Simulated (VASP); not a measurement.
Input of a VASP 6.6.1 run:

INCAR

```
SYSTEM = Sb
ALGO = Normal ; EDIFF = 1E-6
ENCUT = 520 ; GGA = RP
ISIF = 2 ; ISMEAR = -1
LASPH = .TRUE. ; LCHARG = .TRUE.
LELF = .TRUE. ; LREAL = .FALSE.
LVHAR = .TRUE. ; LWAVE = .FALSE.
NBANDS = 14 ; NELM = 60
PREC = Accurate ; SIGMA = 0.1
```

Contents of KPOINTS:

```
k-points
0
G
  9 9 13
  0 0 0
```

POSCAR

```
Sb
1.0
    5.4754305394      0.0000000000      0.0000000000
   -2.7377152697      4.7418619438      0.0000000000
    0.0000000000      0.0000000000      3.2651286926
Sb
3
Direct
    0.0000000000      0.0000000000      0.0000000000
    0.3333333333      0.6666666667      0.5000000000
    0.6666666667      0.3333333333      0.5000000000
```

Potentials or basis: VASP PAW PBE potentials, release 64 (Sb).

Launch:

```console
$ cat potpaw_PBE.64/Sb/POTCAR > POTCAR
$ mpirun -np 1 vasp_std > vasp.out
```

(1) Estimate the pressure.

(2) Predict the band gap on the k mesh.

Results:

(1) -0.3 GPa.

(2) zero (an odd number of electrons rules out a gap without spin polarisation).

Caveat: the PAW data sets were made with another functional, which shifts forces and pressure a little; spin-orbit coupling is left out, which moves the levels of the heavy elements.
